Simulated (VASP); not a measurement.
# MgSi: single point with r2SCAN

MgSi:

```
CELL_PARAMETERS angstrom
2.90839 0.00000 0.00000
0.00000 2.90839 0.00000
0.00000 0.00000 4.22653
ATOMIC_POSITIONS crystal
Mg 0.00000 0.00000 0.00000
Si 0.50000 0.50000 0.50000
```

This cell differs from its parent crystal: strain +0.000 along x and y, +0.030 along z.

```yaml
Program: VASP 6.6.1
Task: single point
Functional: r2SCAN
Potentials_or_basis: VASP PAW PBE potentials, release 64 (Mg, Si)
Cutoff: 520 eV
k_mesh: 16 × 16 × 12
Occupations: gaussian, width 0.15 eV
Spin: no spin polarisation
Dipole_correction: no
Further_INCAR_settings: ALGO = Normal; EDIFF = 1e-06; NBANDS = 10
```

```yaml
Pressure: -3.5 GPa
Band_gap_on_the_k_mesh: zero (bands 3 and 4 overlap by 6.71 eV)
```

Stress tensor (GPa, compression positive):
```
-2.21  0.00  0.00
 0.00 -2.21  0.00
 0.00  0.00 -6.07
```

Levels at points of the mesh, in eV from the Fermi level:
```csv
k point,band 1,band 2,band 3,band 4,band 5,band 6,band 7,band 8
"(0.00, 0.00, 0.00)",-11.81,-3.29,-1.33,4.77,4.77,5.85,9.29,13.16
"(0.50, 0.00, 0.00)",-8.27,-6.06,-0.38,2.29,2.85,4.15,7.12,10.89
"(0.50, 0.50, 0.00)",-4.45,-3.22,-3.22,0.84,2.71,5.66,5.66,6.32
"(0.00, 0.00, 0.50)",-10.85,-7.49,5.21,5.21,7.15,7.25,8.33,9.26
"(0.50, 0.00, 0.50)",-7.42,-5.17,-4.04,-1.50,7.64,9.76,10.71,11.84
"(0.50, 0.50, 0.50)",-3.47,-2.49,-2.49,-0.61,1.32,1.32,1.66,5.82
```

It took 2.4 min on 1 thread of AMD EPYC 9R45 96-Core Processor (Zen 5), with other jobs on the host, peak memory 0.22 GiB.

Caveat: the cell differs from its parent crystal (strain +0.000 along x and y, +0.030 along z); the cell stands under tension; the PAW data sets were made with another functional, which shifts forces and pressure a little.
